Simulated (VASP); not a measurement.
# MoS2 (P6_3/mmc) in VASP: electric field gradients with LDA

Aim: the electric field gradients of MoS2 with LDA.

Program: VASP 6.6.1. These are calculated values, not measurements. Logs are shortened: lines on timing, memory, paths and dates and some standing lists are left out, and cuts for length are marked.

## 1. The cell of the first run

The structure is hexagonal, space group P6_3/mmc (No. 194). Conventional cell: a = 3.169 Å, b = 3.169 Å, c = 12.324 Å, α = 90.00°, β = 90.00°, γ = 120.00°. Within 3.2 Å of Mo (site symmetry -6m2) lie 6 S at 2.41 Å and 6 Mo at 3.17 Å. Within 3.2 Å of S (site symmetry 3m) lie 3 Mo at 2.41 Å and 7 S at 3.12 to 3.17 Å.

## 2. Electric field gradients, LDA, collinear spin

Input file INCAR:

```
SYSTEM = MoS2
ALGO     = Normal         ! electronic algorithm
EDIFF    = 1E-8           ! SCF threshold, eV
ENCUT    = 520            ! plane-wave cutoff, eV
ISIF     = 2              ! what is computed and relaxed
ISMEAR   = -1             ! smearing method
ISPIN    = 2              ! spin polarisation
LASPH    = .TRUE.         ! aspherical terms in the spheres
LCHARG   = .FALSE.        ! write CHGCAR
LEFG     = .TRUE.       
LMAXMIX  = 4              ! l up to which the mixer works
LORBIT   = 11             ! projections on sites
LREAL    = .FALSE.        ! projectors in reciprocal space
LWAVE    = .FALSE.        ! write WAVECAR
MAGMOM   = 2 2 0 0 0 0    ! initial moments
NBANDS   = 39             ! bands
NELM     = 150            ! most SCF steps
PREC     = Accurate       ! precision mode
SIGMA    = 0.02           ! smearing width, eV
```

Input file KPOINTS:

```
k-points
0
G
  11 11 3
  0 0 0
```

Input file POSCAR:

```
MoS2
1.0
    3.1690000000      0.0000000000      0.0000000000
   -1.5845000000      2.7444345046      0.0000000000
    0.0000000000      0.0000000000     12.3240000000
Mo S
2 4
Direct
    0.3333333333      0.6666666667      0.2500000000
    0.6666666667      0.3333333333      0.7500000000
    0.3333333333      0.6666666667      0.6232737302
    0.6666666667      0.3333333333      0.1232737302
    0.3333333333      0.6666666667      0.8767262698
    0.6666666667      0.3333333333      0.3767262698
```

Potentials or basis: VASP PAW LDA potentials, release 64 (Mo_sv, S).

On the command line:

```
$ cat potpaw_LDA.64/Mo_sv/POTCAR potpaw_LDA.64/S/POTCAR > POTCAR
$ mpirun -np 1 vasp_std > vasp.out
```

OUTCAR:

```text
SYSTEM = MoS2
   EDIFF = 1E-8
   ENCUT = 520
   ISIF = 2
   ISMEAR = -1
   ISPIN = 2
   LASPH = .TRUE.
   LORBIT = 11
   LREAL = .FALSE.
   NELM = 150
   PREC = Accurate

 ion  position               nearest neighbor table
   1  0.333  0.667  0.250-   4 2.41   6 2.41   4 2.41   6 2.41   4 2.41   6 2.41
   2  0.667  0.333  0.750-   3 2.41   5 2.41   3 2.41   5 2.41   3 2.41   5 2.41
   3  0.333  0.667  0.623-   2 2.41   2 2.41   2 2.41
   4  0.667  0.333  0.123-   1 2.41   1 2.41   1 2.41
   5  0.333  0.667  0.877-   2 2.41   2 2.41   2 2.41
   6  0.667  0.333  0.377-   1 2.41   1 2.41   1 2.41

  LATTYP: Found a hexagonal cell.
 ALAT       =     3.1690000000
 C/A-ratio  =     3.8889239508

  Lattice vectors:

 A1 = (   3.1690000000,   0.0000000000,   0.0000000000)
 A2 = (  -1.5845000000,   2.7444345046,   0.0000000000)
 A3 = (   0.0000000000,   0.0000000000,  12.3240000000)

Analysis of symmetry for initial positions (statically):
=====================================================================
 Subroutine PRICEL returns:
 Original cell was already a primitive cell.

 Routine SETGRP: Setting up the symmetry group for a
 hexagonal supercell.

 Subroutine GETGRP returns: Found 24 space group operations
 (whereof 12 operations were pure point group operations)
 out of a pool of 24 trial point group operations.

The static configuration has the point symmetry D_3d.
 The point group associated with its full space group is D_6h.

Analysis of symmetry for dynamics (positions and initial velocities):
=====================================================================
 Subroutine PRICEL returns:
 Original cell was already a primitive cell.

 Routine SETGRP: Setting up the symmetry group for a
 hexagonal supercell.

 Subroutine GETGRP returns: Found 24 space group operations
 (whereof 12 operations were pure point group operations)
 out of a pool of 24 trial point group operations.

The dynamic configuration has the point symmetry D_3d.
 The point group associated with its full space group is D_6h.

Analysis of structural, dynamic, and magnetic symmetry:
=====================================================================
 Subroutine PRICEL returns:
 Original cell was already a primitive cell.

 Routine SETGRP: Setting up the symmetry group for a
 hexagonal supercell.

 Subroutine GETGRP returns: Found 24 space group operations
 (whereof 12 operations were pure point group operations)
 out of a pool of 24 trial point group operations.

The overall configuration has the point symmetry D_3d.
 The point group associated with its full space group is D_6h.

 Subroutine INISYM returns: Found 24 space group operations
 (whereof 12 operations are pure point group operations),
 and found     1 'primitive' translations

----------------------------------------------------------------------------------------

                                     Primitive cell

  volume of cell :     107.1832

  direct lattice vectors                    reciprocal lattice vectors
     3.169000000  0.000000000  0.000000000     0.315556958  0.182186895  0.000000000
    -1.584500000  2.744434505  0.000000000     0.000000000  0.364373789  0.000000000
     0.000000000  0.000000000 12.324000000     0.000000000  0.000000000  0.081142486

  length of vectors
     3.169000000  3.169000000 12.324000000     0.364373789  0.364373789  0.081142486

  position of ions in fractional coordinates (direct lattice)
     0.333333333  0.666666667  0.250000000
     0.666666667  0.333333333  0.750000000
     0.333333333  0.666666667  0.623273730
     0.666666667  0.333333333  0.123273730
     0.333333333  0.666666667  0.876726270
     0.666666667  0.333333333  0.376726270

  ion indices of the primitive-cell ions
   primitive index   ion index
                 1           1
                 2           2
                 3           3
                 4           4
                 5           5
                 6           6

[... 100 lines left out ...]
   LEPSILON=     F    determine dielectric tensor
   LRPA    =     F    only Hartree local field effects (RPA)
 spin polarized calculation
  energy-cutoff  :      520.00
  volume of cell :      107.18
 maximum number of plane-waves:      2904
 NGX is ok and might be reduce to    24
   NGX = 11   NGY = 11   NGZ = 45

 number of electron      51.9999996 magnetization       0.0001369

 Free energy of the ion-electron system (eV)
  ---------------------------------------------------
  ext. energy  EPLUGINS =         0.00000000
  ---------------------------------------------------
  free energy    TOTEN  =       -48.89343605 eV

  energy without entropy =      -48.89343605  energy(sigma->0) =      -48.89343605

 E-fermi :   7.7303     XC(G=0): -11.1140

 val. band max:        7.3633254130   @ k =   0.0000   0.0000   0.0000
 cond. band min:       8.1747598667   @ k =   0.1818   0.1818   0.0000
 fundamental gap:      0.8114344538
 Fermi energy:         7.7303102013

 spin component 1

 k-point     1 :       0.0000    0.0000    0.0000
  band No.  band energies     occupation
      1     -53.8112      1.00000
      2     -53.8112      1.00000
      3     -28.1636      1.00000
      4     -28.1635      1.00000
      5     -27.9286      1.00000
      6     -27.9286      1.00000
[... 973 lines left out ...]
     37      15.8514      0.00000
     38      15.9679      0.00000

 [... further k-points ...]

 spin component 2

 k-point     1 :       0.0000    0.0000    0.0000
  band No.  band energies     occupation
      1     -53.8112      1.00000
      2     -53.8112      1.00000
      3     -28.1636      1.00000
      4     -28.1635      1.00000
      5     -27.9286      1.00000
      6     -27.9286      1.00000
[... 973 lines left out ...]
     37      15.8514      0.00000
     38      15.9679      0.00000

 [... further k-points ...]

 [bands above 38 left out]

------------------------ aborting loop because EDIFF is reached ----------------------------------------

  FORCE on cell =-STRESS in cart. coord.  units (eV):
  Direction    XX          YY          ZZ          XY          YZ          ZX
  --------------------------------------------------------------------------------------
  -------------------------------------------------------------------------------------
  Total       -3.6810244     -3.6810244     -3.1523706     -0.0000000     -0.0000000      0.0000000
  in kB      -55.0240406    -55.0240406    -47.1217112     -0.0000000     -0.0000000      0.0000000
  external PRESSURE =     -52.3899308 kB  Pullay stress =       0.0000000 kB

 VOLUME and BASIS-vectors are now :
 -----------------------------------------------------------------------------
  energy-cutoff  :      520.00
  volume of cell :      107.18
      direct lattice vectors                 reciprocal lattice vectors
     3.169000000  0.000000000  0.000000000     0.315556958  0.182186895  0.000000000
    -1.584500000  2.744434505  0.000000000     0.000000000  0.364373789  0.000000000
     0.000000000  0.000000000 12.324000000     0.000000000  0.000000000  0.081142486

 POSITION                                       TOTAL-FORCE (eV/Angst)
 -----------------------------------------------------------------------------------
     -0.00000      1.82962      3.08100        -0.000000      0.000000     -0.000000
      1.58450      0.91481      9.24300         0.000000     -0.000000     -0.000000
     -0.00000      1.82962      7.68123        -0.000000      0.000000      0.401786
      1.58450      0.91481      1.51923         0.000000     -0.000000      0.401786
     -0.00000      1.82962     10.80477        -0.000000      0.000000     -0.401786
      1.58450      0.91481      4.64277         0.000000     -0.000000     -0.401786
 -----------------------------------------------------------------------------------
    total drift:                               -0.000000      0.000000     -0.000000

  FREE ENERGIE OF THE ION-ELECTRON SYSTEM (eV)
  ---------------------------------------------------
  free  energy   TOTEN  =       -48.8934360489 eV

  energy  without entropy=      -48.8934360489  energy(sigma->0) =      -48.89343605

 Electric field gradients (V/A^2)
---------------------------------------------------------------------
 ion       V_xx      V_yy      V_zz      V_xy      V_xz      V_yz
---------------------------------------------------------------------
   1      41.017    41.016   -82.034    -0.001     0.000    -0.000
   2      41.017    41.016   -82.034    -0.001    -0.000     0.000
   3      26.653    26.654   -53.307     0.000    -0.000     0.000
   4      26.653    26.654   -53.307     0.000     0.000    -0.000
   5      26.653    26.654   -53.307     0.000     0.000    -0.000
   6      26.653    26.654   -53.307     0.000    -0.000     0.000
---------------------------------------------------------------------

 Electric field gradients after diagonalization (V/A^2)
 (convention: |V_zz| > |V_xx| > |V_yy|)
----------------------------------------------------------------------
 ion       V_xx      V_yy      V_zz     asymmetry (V_yy - V_xx)/ V_zz
----------------------------------------------------------------------
   1      41.018    41.016   -82.034       0.000
   2      41.018    41.016   -82.034       0.000
   3      26.654    26.653   -53.307       0.000
   4      26.654    26.653   -53.307       0.000
   5      26.654    26.653   -53.307       0.000
   6      26.654    26.653   -53.307       0.000
----------------------------------------------------------------------

           NMR quadrupolar parameters

 Cq : quadrupolar parameter    Cq=e*Q*V_zz/h
 eta: asymmetry parameters     (V_yy - V_xx)/ V_zz
 Q  : nuclear electric quadrupole moment in mb (millibarn)
----------------------------------------------------------------------
 ion       Cq(MHz)       eta       Q (mb)
----------------------------------------------------------------------
   1      -0.198       0.000       1.000
   2      -0.198       0.000       1.000
   3      -0.129       0.000       1.000
   4      -0.129       0.000       1.000
   5      -0.129       0.000       1.000
   6      -0.129       0.000       1.000
----------------------------------------------------------------------

 total charge

# of ion       s       p       d       tot
------------------------------------------
    1        2.295   6.221   3.972  12.488
    2        2.295   6.221   3.972  12.488
    3        1.362   2.325   0.000   3.687
    4        1.362   2.325   0.000   3.687
    5        1.362   2.325   0.000   3.687
    6        1.362   2.325   0.000   3.687
--------------------------------------------------
tot         10.039  21.743   7.944  39.726

 magnetization (x)

# of ion       s       p       d       tot
------------------------------------------
    1       -0.000  -0.000  -0.000  -0.000
    2       -0.000  -0.000  -0.000  -0.000
    3       -0.000  -0.000   0.000  -0.000
    4       -0.000  -0.000   0.000  -0.000
    5       -0.000  -0.000   0.000  -0.000
    6       -0.000  -0.000   0.000  -0.000
--------------------------------------------------
tot         -0.000  -0.000  -0.000  -0.000
```

It took 6.5 min on 1 thread of Intel Xeon 8259CL, shared host; peak memory 0.32 GiB.

What came out:

| Property | Result |
| --- | --- |
| Free energy | -48.8934 eV |
| Pressure | -5.2 GPa |
| Largest force | 0.402 eV/Å |
| Band gap on the k mesh | 0.81 eV (least direct gap 1.82 eV) |
| Net moment | 0.00 μB per cell |
| Largest electric field gradient by atom | Mo -82.0; S -53.3 V/Å² |
| Valence electrons inside the program's atomic spheres | Mo 12.49; S 3.69 |

Forces on the atoms (eV/Å):
```
Mo   0.000  0.000  0.000
Mo   0.000  0.000  0.000
S    0.000  0.000  0.402
S    0.000  0.000  0.402
S    0.000  0.000 -0.402
S    0.000  0.000 -0.402
```

Stress tensor (GPa, compression positive):
```
-5.50  0.00  0.00
 0.00 -5.50  0.00
 0.00  0.00 -4.71
```

Levels at points of the mesh, in eV from the valence-band top:
Spin up:
```tsv
k point	band 24	band 25	band 26	band 27	band 28	band 29
(0.00, 0.00, 0.00)	-1.20	-1.17	0.00	2.08	2.08	2.11
```
Spin down:
```
           k point  band 23  band 24  band 25  band 26  band 27  band 28  band 29  band 30
(0.00, 0.00, 0.00)    -2.16    -1.20    -1.17     0.00     2.08     2.08     2.11     2.11
```

Electric field gradients, principal values (V/Å²):
```csv
atom,least,middle,greatest (by size)
1 Mo,41.016,41.018,-82.034
2 Mo,41.016,41.018,-82.034
3 S,26.653,26.654,-53.307
4 S,26.653,26.654,-53.307
5 S,26.653,26.654,-53.307
6 S,26.653,26.654,-53.307
```

Caveat: the cell stands under tension; without QUAD_EFG the Cq values of the log hold for a quadrupole moment of 1 mb, not for the nuclei.
